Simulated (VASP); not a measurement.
Set up this calculation in VASP 6.6.1, as the native input.

```
Task                   : single point
Functional             : BLYP
Dispersion             : D3(BJ)
Potentials or basis    : VASP PAW PBE potentials, release 64 (Pt, Se)
Cutoff                 : 520 eV
k mesh                 : 8 × 8 × 5
Occupations            : fermi-dirac, width 0.05 eV
Spin                   : no spin polarisation
Dipole correction      : no
Further INCAR settings : ALGO = Normal; EDIFF = 1e-06; NBANDS = 18
```

The structure of PtSe2 lies in POSCAR:

```
PtSe2
1.0
    3.7486629704      0.0000000000      0.0000000000
   -1.8743314852      3.2464373626      0.0000000000
    0.0000000000      0.0000000000      5.0955241558
Pt Se
1 2
Direct
    0.0000000000      0.0000000000      0.0000000000
    0.6666666667      0.3333333333      0.7500000000
    0.3333333333      0.6666666667      0.2500000000
```

One way to write it, as run:

INCAR

```
SYSTEM = PtSe2
PREC = Accurate
ENCUT = 520
EDIFF = 1E-6
ISMEAR = -1
SIGMA = 0.05
LREAL = .FALSE.
LASPH = .TRUE.
NELM = 60
ALGO = Normal
ISIF = 2
LWAVE = .FALSE.
LCHARG = .FALSE.
GGA = B5
ALDAX = 1.0
AGGAX = 1.0
AGGAC = 1.0
ALDAC = 0.0
IVDW = 12
VDW_S6 = 1.0
VDW_S8 = 2.6996
VDW_A1 = 0.4298
VDW_A2 = 4.2359
NBANDS = 18
```

KPOINTS

```
regular mesh
0
G
  8 8 5
  0 0 0
```

Potentials or basis: VASP PAW PBE potentials, release 64 (Pt, Se).

Run with:

```bash
$ cat potpaw_PBE.64/Pt/POTCAR potpaw_PBE.64/Se/POTCAR > POTCAR
$ mpirun -np 1 vasp_std > vasp.out
```

Results of the run:

The pressure is 3.8 GPa and the largest force is 0.925 eV/Å. The band gap on the k mesh is zero (bands 11 and 12 overlap by 0.24 eV). The dispersion energy per atom is -1.061 eV.

Caveat: the cell stands under pressure; the PAW data sets were made with another functional, which shifts forces and pressure a little; spin-orbit coupling is left out, which moves the levels of the heavy elements.

Run time: 48 s on 1 thread of Intel(R) Xeon(R) Platinum 8259CL CPU @ 2.50GHz (Skylake/Cascade Lake), on a shared host, peak memory 0.21 GiB.
